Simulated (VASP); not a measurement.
# CdTe in VASP: further runs, part 2 of 2

VASP 6.6.1. The steps go on from the part before.

**3. Single point, PBE**

Contents of INCAR:

```
SYSTEM = CdTe
PREC = Accurate ; ENCUT = 520
EDIFF = 1E-6 ; ISMEAR = 0
SIGMA = 0.01 ; LREAL = .FALSE.
LASPH = .TRUE. ; NELM = 100
ALGO = Normal ; ISIF = 2
LWAVE = .FALSE. ; LCHARG = .FALSE.
LDIPOL = .TRUE. ; IDIPOL = 3
DIPOL = 0.5 0.5 0.500 ; GGA = PE
NBANDS = 36
```

Contents of KPOINTS:

```
regular mesh
0
G
  9 9 1
  0 0 0
```

Contents of POSCAR:

```
CdTe
1.0
    4.6791895905      0.0000000000      0.0000000000
   -2.3395947952      4.0522970545      0.0000000000
    0.0000000000      0.0000000000     23.5962201799
Te Cd
3 3
Direct
    0.0000000000      0.0000000000      0.3178475172
    0.3333333333      0.6666666667      0.4797608352
    0.6666666667      0.3333333333      0.6416741533
    0.3333333333      0.6666666667      0.3583258467
    0.6666666667      0.3333333333      0.5202391648
    0.0000000000      0.0000000000      0.6821524828
```

Potentials or basis: VASP PAW PBE potentials, release 64 (Te, Cd).

Command:

```bash
$ cat potpaw_PBE.64/Te/POTCAR potpaw_PBE.64/Cd/POTCAR > POTCAR
$ mpirun -np 1 vasp_std > vasp.out
```

OUTCAR:

```text
SYSTEM = CdTe
   PREC = Accurate
   ENCUT = 520
   EDIFF = 1E-6
   ISMEAR = 0
   LREAL = .FALSE.
   LASPH = .TRUE.
   NELM = 100
   ISIF = 2
   GGA = PE

 ion  position               nearest neighbor table
   1  0.000  0.000  0.318-   4 2.87   4 2.87   4 2.87
   2  0.333  0.667  0.480-   4 2.87   5 2.87   5 2.87   5 2.87
   3  0.667  0.333  0.642-   5 2.87   6 2.87   6 2.87   6 2.87
   4  0.333  0.667  0.358-   2 2.87   1 2.87   1 2.87   1 2.87
   5  0.667  0.333  0.520-   3 2.87   2 2.87   2 2.87   2 2.87
   6  0.000  0.000  0.682-   3 2.87   3 2.87   3 2.87

  LATTYP: Found a hexagonal cell.
 ALAT       =     4.6791895905
 C/A-ratio  =     5.0428006225

  Lattice vectors:

 A1 = (   4.6791895905,   0.0000000000,   0.0000000000)
 A2 = (  -2.3395947952,   4.0522970545,   0.0000000000)
 A3 = (   0.0000000000,   0.0000000000,  23.5962201799)

Analysis of symmetry for initial positions (statically):
=====================================================================
 Subroutine PRICEL returns:
 Original cell was already a primitive cell.

 Routine SETGRP: Setting up the symmetry group for a
 hexagonal supercell.

 Subroutine GETGRP returns: Found  6 space group operations
 (whereof  6 operations were pure point group operations)
 out of a pool of 24 trial point group operations.

The static configuration has the point symmetry C_3v.

Analysis of symmetry for dynamics (positions and initial velocities):
=====================================================================
 Subroutine PRICEL returns:
 Original cell was already a primitive cell.

 Routine SETGRP: Setting up the symmetry group for a
 hexagonal supercell.

 Subroutine GETGRP returns: Found  6 space group operations
 (whereof  6 operations were pure point group operations)
 out of a pool of 24 trial point group operations.

The dynamic configuration has the point symmetry C_3v.

 Subroutine INISYM returns: Found  6 space group operations
 (whereof  6 operations are pure point group operations),
 and found     1 'primitive' translations

----------------------------------------------------------------------------------------

                                     Primitive cell

  volume of cell :     447.4189

  direct lattice vectors                    reciprocal lattice vectors
     4.679189591  0.000000000  0.000000000     0.213712221  0.123386808  0.000000000
    -2.339594795  4.052297055  0.000000000     0.000000000  0.246773617  0.000000000
     0.000000000  0.000000000 23.596220180     0.000000000  0.000000000  0.042379669

  length of vectors
     4.679189591  4.679189590 23.596220180     0.246773617  0.246773617  0.042379669

  position of ions in fractional coordinates (direct lattice)
     0.000000000  0.000000000  0.317847517
     0.333333333  0.666666667  0.479760835
     0.666666667  0.333333333  0.641674153
     0.333333333  0.666666667  0.358325847
     0.666666667  0.333333333  0.520239165
     0.000000000  0.000000000  0.682152483

  ion indices of the primitive-cell ions
   primitive index   ion index
                 1           1
                 2           2
                 3           3
                 4           4
[... 40 lines left out ...]
  0.222222  0.222222  0.000000      6.000000
  0.333333  0.222222  0.000000     12.000000
  0.333333  0.333333  0.000000      2.000000
   k-points           NKPTS =     12   k-points in BZ     NKDIM =     12   number of bands    NBANDS=     36
   number of dos      NEDOS =    301   number of ions     NIONS =      6
   total plane-waves  NPLWV = 233280
   dimension x,y,z NGX =    36 NGY =   36 NGZ =  180
   dimension x,y,z NGXF=    72 NGYF=   72 NGZF=  360
   ions per type =               3   3
   NGX,Y,Z   is equivalent  to a cutoff of  12.79, 12.79, 12.68 a.u.
   NGXF,Y,Z  is equivalent  to a cutoff of  25.58, 25.58, 25.36 a.u.
 SYSTEM =  CdTe
   PREC   = accura    normal or accurate (medium, high low for compatibility)
   ISTART =      0    job   : 0-new  1-cont  2-samecut
   ICHARG =      2    charge: 1-file 2-atom 10-const
   ISPIN  =      1    spin polarized calculation?
   LNONCOLLINEAR =      F non collinear calculations
   LSORBIT =      F    spin-orbit coupling
   LASPH  =      T    aspherical Exc in radial PAW
   ENCUT  =  520.0 eV  38.22 Ry    6.18 a.u.   8.70  8.70 43.87*2*pi/ulx,y,z
   NELM   =    100;   NELMIN=  2; NELMDL= -5     # of ELM steps
   EDIFF  = 0.1E-05   stopping-criterion for ELM
   LREAL  =      F    real-space projection
   EDIFFG = 0.1E-04   stopping-criterion for IOM
   NSW    =      0    number of steps for IOM
   IBRION =     -1    ionic relax: 0-MD 1-quasi-New 2-CG
   NFREE  =      0    steps in history (QN), initial steepest desc. (CG)
   ISIF   =      2    stress and relaxation
   ISYM   =      2    0-nonsym 1-usesym 2-fastsym
   POTIM  = 0.5000    time-step for ionic-motion
   TEBEG  =    0.0;   TEEND  =   0.0 temperature during run
   PSTRESS=    0.0 pullay stress
   NELECT =      54.0000    total number of electrons
   NUPDOWN=      -1.0000    fix difference up-down
   EMIN   =  10.00;   EMAX   =-10.00  energy-range for DOS
   EFERMI =   0.00;   METHOD = LEGACY
   ISMEAR =     0;   SIGMA  =   0.01  broadening in eV -4-tet -1-fermi 0-gaus
   EFERMI_NEDOS =   21; number of points for ismear=-14 and -15
   IALGO  =     38    algorithm
   IMIX   =      4    mixing-type and parameters
     AMIX     =   0.40;   BMIX     =  1.00
     AMIX_MAG =   1.60;   BMIX_MAG =  1.00
  volume/ion in A,a.u.               =      74.57       503.22
  Fermi-wavevector in a.u.,A,eV,Ry     =   0.809036  1.528857  8.905552  0.654540
  Thomas-Fermi vector in A             =   1.917953
   LORBIT       =      0    0 simple, 1 ext, 2 COOP (PROOUT), +10 PAW based schemes
   GGA     = PE    functional components
   LHFCALC =     F    Hartree Fock is set to
   AEXX    =    0.0000 exact exchange contribution
   IVDW    =     0    specifies the selected vdW correction
   LEPSILON=     F    determine dielectric tensor
   LRPA    =     F    only Hartree local field effects (RPA)
 non-spin polarized calculation
 Gauss-broadening in eV      SIGMA  =   0.01
  energy-cutoff  :      520.00
  volume of cell :      447.42
 maximum number of plane-waves:     12075
 NGX is ok and might be reduce to    36
   NGX = 17   NGY = 17   NGZ = 87

 dipolmoment           0.000000      0.000000      0.000004 electrons x Angstroem

 number of electron      53.9999999 magnetization

 dipolmoment           0.000000      0.000000     -0.327235 electrons x Angstroem

 Free energy of the ion-electron system (eV)
  ---------------------------------------------------
  ext. energy  EPLUGINS =         0.00000000
  ---------------------------------------------------
  free energy    TOTEN  =       -13.06689433 eV

  energy without entropy =      -13.06601595  energy(sigma->0) =      -13.06645514

 E-fermi :  -1.0077     XC(G=0):  -4.5696

 val. band max:       -1.0103754235   @ k =   0.1111   0.0000   0.0000
 cond. band min:      -1.0076017150   @ k =   0.1111   0.0000   0.0000
 fundamental gap:      0.0027737084
 Fermi energy:        -1.0077445098

 k-point     1 :       0.0000    0.0000    0.0000
  band No.  band energies     occupation
      1     -13.2915      2.00000
      2     -12.3203      2.00000
      3     -11.0840      2.00000
      4     -10.7099      2.00000
      5     -10.7099      2.00000
      6     -10.5686      2.00000
[... 457 lines left out ...]
     35       3.7758      0.00000
     36       4.3399      0.00000

------------------------ aborting loop because EDIFF is reached ----------------------------------------

 vacuum level on the upper side and lower side of the slab       (xc-potential included)        -1.767         1.323

  FORCE on cell =-STRESS in cart. coord.  units (eV):
  Direction    XX          YY          ZZ          XY          YZ          ZX
  --------------------------------------------------------------------------------------
  -------------------------------------------------------------------------------------
  Total       -0.8820499     -0.8820499      1.3300416     -0.0000000      0.0000000      0.0000000
  in kB       -3.1585618     -3.1585618      4.7627902     -0.0000000      0.0000000      0.0000000
  external PRESSURE =      -0.5181111 kB  Pullay stress =       0.0000000 kB

 VOLUME and BASIS-vectors are now :
 -----------------------------------------------------------------------------
  energy-cutoff  :      520.00
  volume of cell :      447.42
      direct lattice vectors                 reciprocal lattice vectors
     4.679189591  0.000000000  0.000000000     0.213712221  0.123386808  0.000000000
    -2.339594795  4.052297055  0.000000000     0.000000000  0.246773617  0.000000000
     0.000000000  0.000000000 23.596220180     0.000000000  0.000000000  0.042379669

 POSITION                                       TOTAL-FORCE (eV/Angst)
 -----------------------------------------------------------------------------------
      0.00000      0.00000      7.50000        -0.000000      0.000000      0.158717
     -0.00000      2.70153     11.32054        -0.000000      0.000000      0.571152
      2.33959      1.35077     15.14108         0.000000      0.000000      0.838191
     -0.00000      2.70153      8.45514         0.000000     -0.000000     -0.524224
      2.33959      1.35077     12.27568        -0.000000      0.000000     -0.577033
      0.00000      0.00000     16.09622        -0.000000      0.000000     -0.466803
 -----------------------------------------------------------------------------------
    total drift:                                0.000001     -0.000001     -0.000970

  FREE ENERGIE OF THE ION-ELECTRON SYSTEM (eV)
  ---------------------------------------------------
  free  energy   TOTEN  =       -13.0668943256 eV

  energy  without entropy=      -13.0660159474  energy(sigma->0) =      -13.06645514

 vacuum level on the upper side and lower side of the slab         1.529         4.684
```

Run time: 6.5 min. Hardware: 1 thread of AMD EPYC 9R45 (Zen 5), shared host; peak memory 0.58 GiB.

Results:

| Quantity | Value |
| --- | --- |
| Free energy | -13.0669 eV |
| Largest force | 0.838 eV/Å |
| Band gap on the k mesh | zero (band 27 reaches -0.89 eV, above the bottom of band 28 at -1.01 eV) |

Forces in eV/Å, atoms in the order of the input:
```
Te   0.000  0.000  0.159
Te   0.000  0.000  0.571
Te   0.000  0.000  0.838
Cd   0.000  0.000 -0.524
Cd   0.000  0.000 -0.577
Cd   0.000  0.000 -0.467
```

Levels at points of the mesh, in eV from the Fermi level:
| k point | band 23 | band 24 | band 25 | band 26 | band 27 | band 28 | band 29 | band 30 | band 31 | band 32 |
| --- | --- | --- | --- | --- | --- | --- | --- | --- | --- | --- |
| (0.00, 0.00, 0.00) | -1.27 | -1.02 | -1.02 | -0.12 | 0.12 | 0.12 | 0.85 | 1.48 | 1.87 | 3.05 |

Caveat: spin-orbit coupling is left out, which moves the levels of the heavy elements.
